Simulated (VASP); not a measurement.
The system is Sn.

```
CELL_PARAMETERS angstrom
-1.89465 1.89465 1.89465
1.89465 -1.89465 1.89465
1.89465 1.89465 -1.89465
ATOMIC_POSITIONS crystal
Sn 0.00000 0.00000 0.00000
```

| Item | Value |
| --- | --- |
| Program | VASP 6.6.1 |
| Task | relaxation of cell and atoms |
| Functional | PBE |
| Dispersion | D3(BJ) |
| Potentials or basis | VASP PAW PBE potentials, release 64 (Sn_d) |
| Cutoff | 600 eV |
| k mesh | 10 × 10 × 10 |
| Occupations | fermi-dirac, width 0.05 eV |
| Spin | no spin polarisation |

At the start: pressure -1.6 GPa; volume 27.20 Å³/atom.

Problem. How do energy, volume and symmetry change on relaxing?

Solution. Over 3 steps the energy falls by 5.0 meV/atom and the volume is 26.26 Å³/atom (-3.5 %); space group Im-3m (No. 229, to 0.05 Å).

Step by step:
| step | energy change (eV) | largest force (eV/Å) | pressure (GPa) | volume (Å³) |
| --- | --- | --- | --- | --- |
| 1 | 0.0000 | 0.0000 | -1.60 | 27.20 |
| 2 | -0.0049 | 0.0000 | 0.22 | 26.15 |
| 3 | -0.0050 | 0.0000 | 0.02 | 26.26 |

Final structure:
```
CELL_PARAMETERS angstrom
-1.87234 1.87234 1.87234
1.87234 -1.87234 1.87234
1.87234 1.87234 -1.87234
ATOMIC_POSITIONS crystal
Sn 0.00000 0.00000 0.00000
```

Caveat: pairwise dispersion overbinds metals, which lowers pressure and volume.
